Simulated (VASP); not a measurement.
Wanted: the native input for a VASP 6.6.1 run.

```yaml
Task: single point
Functional: PBEsol
Potentials_or_basis: VASP PAW PBE potentials, release 64 (Ge_d)
Cutoff: 520 eV
k_mesh: 22 × 22 × 22
Occupations: gaussian, width 0.1 eV
Spin: no spin polarisation
Dipole_correction: no
Further_INCAR_settings: ALGO = Normal; EDIFF = 1e-06; NBANDS = 21
```

The structure of Ge lies in POSCAR:

```
Ge
1.0
   -2.5594432726      2.5587452461      1.4004634090
    2.5594432726     -2.5587452461      1.4004634090
    2.5594432726      2.5587452461     -1.4004634090
Ge
2
Direct
    0.1247479730      0.8747479730      0.2500000000
    0.8752520270      0.1252520270      0.7500000000
```

These files were run (other wordings do the same):

INCAR

```
SYSTEM = Ge
PREC = Accurate ; ENCUT = 520
EDIFF = 1E-6 ; ISMEAR = 0
SIGMA = 0.1 ; LREAL = .False.
LASPH = .True. ; NELM = 100
ALGO = Normal ; ISIF = 2
LWAVE = .False. ; LCHARG = .False.
GGA = PS ; NBANDS = 21
```

KPOINTS

```
regular mesh
0
Gamma
  22 22 22
  0 0 0
```

Potentials or basis: VASP PAW PBE potentials, release 64 (Ge_d).

Run with:

```console
$ cat potpaw_PBE.64/Ge_d/POTCAR > POTCAR
$ mpirun -np 1 vasp_std > vasp.out
```

It gave:

```yaml
Pressure: -0.1 GPa
Band_gap_on_the_k_mesh: zero (band 14 reaches 8.71 eV, above the bottom of band 15 at 3.22 eV)
```

Caveat: the PAW data sets were made with another functional, which shifts forces and pressure a little.

Wall time 14 min on 1 thread of Intel(R) Xeon(R) Platinum 8488C (Sapphire Rapids), on a shared host, peak memory 0.92 GiB.
